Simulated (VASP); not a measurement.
# W2O3 (R-3c) in VASP: single point with r2SCAN

Aim: the single point of W2O3 with r2SCAN.

All numbers are computed with VASP 6.6.1; they aren't measurements. Logs are shortened: lines on timing, memory, paths and dates and some standing lists are left out, and cuts for length are marked.

### Step 1. The cell of the first run

The structure is trigonal, space group R-3c (No. 167). Conventional cell: a = 5.067 Å, b = 5.067 Å, c = 13.911 Å, α = 90.00°, β = 90.00°, γ = 120.00°. W (site symmetry 3) has 6 O at 2.00 to 2.07 Å and 1 W at 2.70 Å within 2.8 Å. O (site symmetry 2) has 4 W at 2.00 to 2.07 Å and 12 O at 2.71 to 3.04 Å within 3.1 Å.

### Step 2. Single point, r2SCAN

POSCAR

```
W2O3
1.0
    2.5334891100      4.3881311800      0.0000000000
   -2.5334891100      4.3881311800      0.0000000000
    0.0000000000     -2.9254207800      4.6369647500
W O
4 6
Direct
    0.3472000000      0.3472000000      0.0416000000
    0.1528000000      0.1528000000      0.4584000000
    0.6528000000      0.6528000000      0.9584000000
    0.8472000000      0.8472000000      0.5416000000
    0.5586000000      0.9414000000      0.7500000000
    0.2500000000      0.5586000000      0.7500000000
    0.9414000000      0.2500000000      0.7500000000
    0.4414000000      0.0586000000      0.2500000000
    0.7500000000      0.4414000000      0.2500000000
    0.0586000000      0.7500000000      0.2500000000
```

INCAR.step1

```
SYSTEM = W2O3
PREC = Accurate
ENCUT = 520
ISMEAR = -1
SIGMA = 0.1
LREAL = .FALSE.
LASPH = .TRUE.
NELM = 60
NBANDS = 57
GGA = PE
ALGO = Normal
EDIFF = 1E-4
LWAVE = .TRUE.
LCHARG = .FALSE.
```

INCAR.step2

```
SYSTEM = W2O3
PREC = Accurate
ENCUT = 520
EDIFF = 1E-7
ISMEAR = -1
SIGMA = 0.1
LREAL = .FALSE.
LASPH = .TRUE.
NELM = 60
ALGO = Normal
ISIF = 2
LWAVE = .FALSE.
LCHARG = .TRUE.
METAGGA = R2SCAN
LMIXTAU = .TRUE.
LELF = .TRUE.
LVHAR = .TRUE.
NBANDS = 57
ISTART = 1
```

KPOINTS

```
regular mesh
0
G
  7 7 7
  0 0 0
```

Potentials or basis: VASP PAW PBE potentials, release 64 (W_sv, O).

Started as:

```sh
$ cat potpaw_PBE.64/W_sv/POTCAR potpaw_PBE.64/O/POTCAR > POTCAR
$ cp INCAR.step1 INCAR
$ mpirun -np 1 vasp_std > vasp.out
$ cp INCAR.step2 INCAR
$ mpirun -np 1 vasp_std > vasp.out
```

OUTCAR:

```text
SYSTEM = W2O3
   PREC = Accurate
   ENCUT = 520
   EDIFF = 1E-7
   ISMEAR = -1
   LREAL = .FALSE.
   LASPH = .TRUE.
   NELM = 60
   ISIF = 2
   METAGGA = R2SCAN
   ISTART = 1

 ion  position               nearest neighbor table
   1  0.347  0.347  0.042-   9 2.00   8 2.00  10 2.00   6 2.07   7 2.07   5 2.07   2 2.70   3 2.95
                             3 2.95   3 2.95
   2  0.153  0.153  0.458-  10 2.00   8 2.00   9 2.00   7 2.07   6 2.07   5 2.07   1 2.70   4 2.95
                             4 2.95   4 2.95
   3  0.653  0.653  0.958-   6 2.00   5 2.00   7 2.00   9 2.07  10 2.07   8 2.07   4 2.70   1 2.95
                             1 2.95   1 2.95
   4  0.847  0.847  0.542-   7 2.00   5 2.00   6 2.00  10 2.07   9 2.07   8 2.07   3 2.70   2 2.95
                             2 2.95   2 2.95
   5  0.559  0.941  0.750-   3 2.00   4 2.00   1 2.07   2 2.07
   6  0.250  0.559  0.750-   3 2.00   4 2.00   1 2.07   2 2.07
   7  0.941  0.250  0.750-   4 2.00   3 2.00   2 2.07   1 2.07
   8  0.441  0.059  0.250-   1 2.00   2 2.00   3 2.07   4 2.07
   9  0.750  0.441  0.250-   1 2.00   2 2.00   3 2.07   4 2.07
  10  0.059  0.750  0.250-   2 2.00   1 2.00   4 2.07   3 2.07

  LATTYP: Found a trigonal (rhomboedric) cell.
 ALAT       =     5.4826572825
 COS(alpha) =     0.5729429646

  Lattice vectors:

 A1 = (   2.5334891100,   1.4627104000,   4.6369647500)
 A2 = (  -2.5334891100,   1.4627104000,   4.6369647500)
 A3 = (   0.0000000000,  -2.9254207800,   4.6369647500)

Analysis of symmetry for initial positions (statically):
=====================================================================
 Subroutine PRICEL returns:
 Original cell was already a primitive cell.

 Routine SETGRP: Setting up the symmetry group for a
 trigonal (rhombohedral) supercell.

 Subroutine GETGRP returns: Found 12 space group operations
 (whereof  6 operations were pure point group operations)
 out of a pool of 12 trial point group operations.

The static configuration has the point symmetry S_6 .
 The point group associated with its full space group is D_3d.

Analysis of symmetry for dynamics (positions and initial velocities):
=====================================================================
 Subroutine PRICEL returns:
 Original cell was already a primitive cell.

 Routine SETGRP: Setting up the symmetry group for a
 trigonal (rhombohedral) supercell.

 Subroutine GETGRP returns: Found 12 space group operations
 (whereof  6 operations were pure point group operations)
 out of a pool of 12 trial point group operations.

The dynamic configuration has the point symmetry S_6 .
[... 126 lines left out ...]
   PSTRESS=    0.0 pullay stress
   NELECT =      92.0000    total number of electrons
   NUPDOWN=      -1.0000    fix difference up-down
   EMIN   =  10.00;   EMAX   =-10.00  energy-range for DOS
   EFERMI =   0.00;   METHOD = LEGACY
   ISMEAR =    -1;   SIGMA  =   0.10  broadening in eV -4-tet -1-fermi 0-gaus
   EFERMI_NEDOS =   21; number of points for ismear=-14 and -15
   IALGO  =     38    algorithm
   IMIX   =      4    mixing-type and parameters
     AMIX     =   0.40;   BMIX     =  1.00
     AMIX_MAG =   1.60;   BMIX_MAG =  1.00
  volume/ion in A,a.u.               =      10.31        69.58
  Fermi-wavevector in a.u.,A,eV,Ry     =   1.576098  2.978394 33.798039  2.484086
  Thomas-Fermi vector in A             =   2.676983
   LORBIT       =      0    0 simple, 1 ext, 2 COOP (PROOUT), +10 PAW based schemes
   METAGGA = R2SCAN    functional components
   LHFCALC =     F    Hartree Fock is set to
   AEXX    =    0.0000 exact exchange contribution
   IVDW    =     0    specifies the selected vdW correction
   LEPSILON=     F    determine dielectric tensor
   LRPA    =     F    only Hartree local field effects (RPA)
 non-spin polarized calculation
  energy-cutoff  :      520.00
  volume of cell :      103.10
 maximum number of plane-waves:      2798
 NGX is ok and might be reduce to    40
   NGX = 19   NGY = 19   NGZ = 21

 number of electron      92.0000000 magnetization

 Free energy of the ion-electron system (eV)
  ---------------------------------------------------
  ext. energy  EPLUGINS =         0.00000000
  ---------------------------------------------------
  free energy    TOTEN  =      -250.97997521 eV

  energy without entropy =     -250.78989731  energy(sigma->0) =     -250.88493626

 E-fermi :  11.0295     XC(G=0): -13.7631

 val. band max:       11.0176208718   @ k =   0.2857   0.1429   0.0000
 cond. band min:      11.0315748087   @ k =   0.4286   0.4286   0.1429
 fundamental gap:      0.0139539370
 Fermi energy:        11.0294992957

 k-point     1 :       0.0000    0.0000    0.0000
  band No.  band energies     occupation
      1     -66.3786      2.00000
      2     -66.3322      2.00000
      3     -66.3288      2.00000
      4     -66.2897      2.00000
      5     -30.6319      2.00000
      6     -30.3947      2.00000
[... 1429 lines left out ...]
     56      15.3733      0.00000
     57      15.6786      0.00000

 [... further k-points ...]

------------------------ aborting loop because EDIFF is reached ----------------------------------------

  FORCE on cell =-STRESS in cart. coord.  units (eV):
  Direction    XX          YY          ZZ          XY          YZ          ZX
  --------------------------------------------------------------------------------------
  -------------------------------------------------------------------------------------
  Total       16.3966393     16.3966342     32.4502877      0.0000000      0.0000000      0.0000000
  in kB      254.8020929    254.8020141    504.2741434      0.0000000      0.0000007      0.0000000
  external PRESSURE =     337.9594168 kB  Pullay stress =       0.0000000 kB

 VOLUME and BASIS-vectors are now :
 -----------------------------------------------------------------------------
  energy-cutoff  :      520.00
  volume of cell :      103.10
      direct lattice vectors                 reciprocal lattice vectors
     2.533489110  4.388131180  0.000000000     0.197356285  0.113943722  0.071886104
    -2.533489110  4.388131180  0.000000000    -0.197356285  0.113943722  0.071886104
     0.000000000 -2.925420780  4.636964750     0.000000000  0.000000000  0.215658314

 POSITION                                       TOTAL-FORCE (eV/Angst)
 -----------------------------------------------------------------------------------
      0.00000      2.92542      0.19290         0.000000     -0.000000     -1.678548
      0.00000      0.00000      2.12558         0.000000      0.000000      1.678548
      0.00000      2.92542      4.44407         0.000000      0.000000      1.678548
      0.00000      5.85084      2.51138         0.000000     -0.000000     -1.678548
     -0.96982      4.38813      3.47772         2.298462      0.000000     -0.000000
     -0.78183      1.35418      3.47772        -1.149231      1.990527     -0.000000
      1.75165      3.03395      3.47772        -1.149231     -1.990527     -0.000000
      0.96982      1.46271      1.15924        -2.298462      0.000000     -0.000000
      0.78183      4.49666      1.15924         1.149231     -1.990527     -0.000000
     -1.75165      2.81689      1.15924         1.149231      1.990527     -0.000000
 -----------------------------------------------------------------------------------
    total drift:                               -0.000000      0.000000     -0.000000

  FREE ENERGIE OF THE ION-ELECTRON SYSTEM (eV)
  ---------------------------------------------------
  free  energy   TOTEN  =      -250.9799752133 eV

  energy  without entropy=     -250.7898973089  energy(sigma->0) =     -250.88493626
```

OUTCAR.step1:

```text
SYSTEM = W2O3
   PREC = Accurate
   ENCUT = 520
   ISMEAR = -1
   LREAL = .FALSE.
   LASPH = .TRUE.
[... 1699 lines left out ...]
      0.96982      1.46271      1.15924        -2.210438      0.000000      0.000000
      0.78183      4.49666      1.15924         1.105219     -1.914295     -0.000000
     -1.75165      2.81689      1.15924         1.105219      1.914295      0.000000
 -----------------------------------------------------------------------------------
    total drift:                               -0.000000      0.000000     -0.000000

  FREE ENERGIE OF THE ION-ELECTRON SYSTEM (eV)
  ---------------------------------------------------
  free  energy   TOTEN  =       -90.0350866399 eV

  energy  without entropy=      -89.8374189611  energy(sigma->0) =      -89.93625280
```

OSZICAR.step1:

```text
N       E                     dE             d eps       ncg     rms          rms(c)
DAV:   1     0.122951636350E+04    0.12295E+04   -0.52894E+04  5112   0.185E+03
DAV:   2     0.176679554425E+02   -0.12118E+04   -0.11721E+04  5318   0.579E+02
DAV:   3    -0.972172962865E+02   -0.11489E+03   -0.11086E+03  5655   0.173E+02
DAV:   4    -0.101111413689E+03   -0.38941E+01   -0.37606E+01  6157   0.295E+01
DAV:   5    -0.101179681939E+03   -0.68268E-01   -0.67904E-01  5912   0.377E+00    0.643E+01
DAV:   6    -0.903814318768E+02    0.10798E+02   -0.68392E+01  5615   0.389E+01    0.279E+01
DAV:   7    -0.900979550005E+02    0.28348E+00   -0.41954E+00  5686   0.981E+00    0.171E+01
DAV:   8    -0.900389386452E+02    0.59016E-01   -0.27400E-01  5834   0.301E+00    0.128E+00
DAV:   9    -0.900347176330E+02    0.42210E-02   -0.45643E-02  6152   0.963E-01    0.192E-01
DAV:  10    -0.900350993395E+02   -0.38171E-03   -0.36072E-03  5906   0.429E-01    0.699E-02
DAV:  11    -0.900350866399E+02    0.12700E-04   -0.56357E-04  5464   0.146E-01
   1 F= -.90035087E+02 E0= -.89936253E+02  d E =-.197668E+00
```

It took 30 min on 1 thread of Oxide Virtual Turin-like, shared host; peak memory 0.35 GiB.

Results:

* Free energy: -250.9800 eV
* Pressure: 33.8 GPa
* Largest force: 2.298 eV/Å
* Band gap on the k mesh: zero (bands 46 and 47 overlap by 0.59 eV)

Forces on the atoms (eV/Å):
```
W    0.000  0.000 -1.679
W    0.000  0.000  1.679
W    0.000  0.000  1.679
W    0.000  0.000 -1.679
O    2.298  0.000  0.000
O   -1.149  1.991  0.000
O   -1.149 -1.991  0.000
O   -2.298  0.000  0.000
O    1.149 -1.991  0.000
O    1.149  1.991  0.000
```

Caveat: the stress differs along the axes, from 25 to 50 GPa; the PAW data sets were made with another functional, which shifts forces and pressure a little; spin-orbit coupling is left out, which moves the levels of the heavy elements.
